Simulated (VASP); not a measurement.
Runs of VASP 6.6.1 on SrCl2. The structure is that of space group Fm-3m (No. 225), or close to it. The cells are those of the table. 

| cell | gap on the mesh (eV) | pressure (GPa) |
| --- | --- | --- |
| a = 5.003 Å, angles 60.0°, 3 atoms | 5.18 | (a) |
| a = 4.868 Å, angles 60.0°, 3 atoms | 5.48 | (c) |
| a = 5.106 Å, angles 60.0°, 3 atoms | 4.95 | (b) |
| a = 5.099, b = 5.099, c = 4.975 Å, angles 60.8, 60.8, 58.4°, 3 atoms | 4.90 | -1.3 |
| a = 5.058, b = 5.058, c = 4.976 Å, angles 60.5, 60.5, 58.9°, 3 atoms | 5.03 | -0.9 |
| a = 5.055 Å, angles 60.0°, 3 atoms | 5.06 | -1.3 |
| a = 4.840 Å, angles 60.0°, 3 atoms | 5.47 | 3.6 |
| a = 5.069, b = 5.069, c = 5.028 Å, angles 60.3, 60.3, 59.5°, 3 atoms | 5.02 | -1.3 |

Alike in all rows: task single point; level PBE; potentials or basis VASP PAW PBE potentials, release 64 (Sr_sv, Cl); no spin polarisation; k mesh 6 × 6 × 6; cutoff (eV) 520; smearing gaussian 0.05 eV.

Question: Estimate the missing entries.

Answer: (a) -0.4; (b) -2.1; (c) 2.7.

Caveats: the cell stands under pressure (at least some runs).

A k mesh can miss the band edges, and the runs leave out spin-orbit coupling on Sr.
